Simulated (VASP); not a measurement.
Runs of VASP 6.6.1 on Ir. The structure is that of space group P6_3/mmc (No. 194), or close to it. The cells are those of the table. 

```csv
cell,gap on the mesh (eV),pressure (GPa)
"a = 2.669, b = 2.669, c = 4.462 Å, angles 90.0, 90.0, 120.0°, 2 atoms",none,(b)
"a = 2.751, b = 2.751, c = 4.462 Å, angles 90.0, 90.0, 120.0°, 2 atoms",none,-15.8
"a = 2.710, b = 2.710, c = 4.462 Å, angles 90.0, 90.0, 120.0°, 2 atoms",none,(a)
"a = 2.793, b = 2.793, c = 4.462 Å, angles 90.0, 90.0, 120.0°, 2 atoms",none,-24.4
"a = 2.834, b = 2.834, c = 4.462 Å, angles 90.0, 90.0, 120.0°, 2 atoms",none,-31.3
```

Alike in all rows: task single point; level LDA; potentials or basis VASP PAW LDA potentials, release 64 (Ir); no spin polarisation; k mesh 14 × 14 × 8; cutoff (eV) 520; smearing fermi-dirac 0.05 eV.

Task: Estimate the missing entries.

Result: (a) -5.4; (b) 7.2.

Caveats: spin-orbit coupling is left out, which moves the levels of the heavy elements.

A k mesh can miss the band edges, and the runs leave out spin-orbit coupling on Ir.

A gap of «none» marks levels without a gap at the run's occupations.
